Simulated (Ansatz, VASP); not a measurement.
Two plane-wave programs on BP

Contents of INCAR:

```
PREC = Accurate ; ENCUT = 520
EDIFF = 1E-6 ; ISMEAR = 0
SIGMA = 0.05 ; LREAL = False
LASPH = True ; NELM = 100
ALGO = Normal ; ISIF = 2
LWAVE = False ; LCHARG = False
GGA = PE ; NBANDS = 11
```

The input KPOINTS:

```
regular mesh
0
Gamma
  10 10 10
```

Contents of POSCAR:

```
BP
1.0
    0.0000000000      2.1782400000      2.2690000000
    2.1782400000      0.0000000000      2.2690000000
    2.1782400000      2.1782400000      0.0000000000
B P
1 1
Direct
    0.0000000000      0.0000000000      0.0000000000
    0.7500000000      0.7500000000      0.7500000000
```

Input for Ansatz:

```yaml
crystal:
  lattice:
    - [0.0, 2.17824, 2.269]
    - [2.17824, 0.0, 2.269]
    - [2.17824, 2.17824, 0.0]
  atoms:
    - { symbol: B, position: [0.0, 0.0, 0.0] }
    - { symbol: P, position: [0.75, 0.75, 0.75] }
basis:
  ecutwfc: 420
kpoints:
  mp_grid: { grid: [10, 10, 10] }
hamiltonian:
  xc: pbe
scf:
  occupations: { method: gaussian, width: 0.05 }
output:
  forces: true
  stress: true
  eigenvalues: true
```

Change from the starting cell: strain -0.040 along x and y, +0.000 along z, atoms carried along.

Alike in both runs: task single point; functional PBE; k mesh 10 × 10 × 10; occupations gaussian, width 0.05 eV; no spin polarisation.

|  | VASP | Ansatz |
| --- | --- | --- |
| version | VASP 6.6.1 | Ansatz 0.2.0 |
| potentials or method | VASP PAW PBE potentials, release 64 (B, P), cutoff 520 eV | scalar-relativistic, plane waves, PAW |
| valence electrons in the cell | 8 | 8 |

VASP gave:

```
gap on the k mesh at the Fermi level (eV)                     : 0.81
least direct gap on the mesh (eV)                             : 3.33
pressure (GPa)                                                : 16.6
traceless stress, the component that is largest in VASP (GPa) : -8.22
```

Task: Estimate Ansatz's values.

Result: gap on the k mesh at the Fermi level (eV): 0.81; least direct gap on the mesh (eV): 3.33; pressure (GPa): 16.9; traceless stress, the component that is largest in VASP (GPa): -8.20.
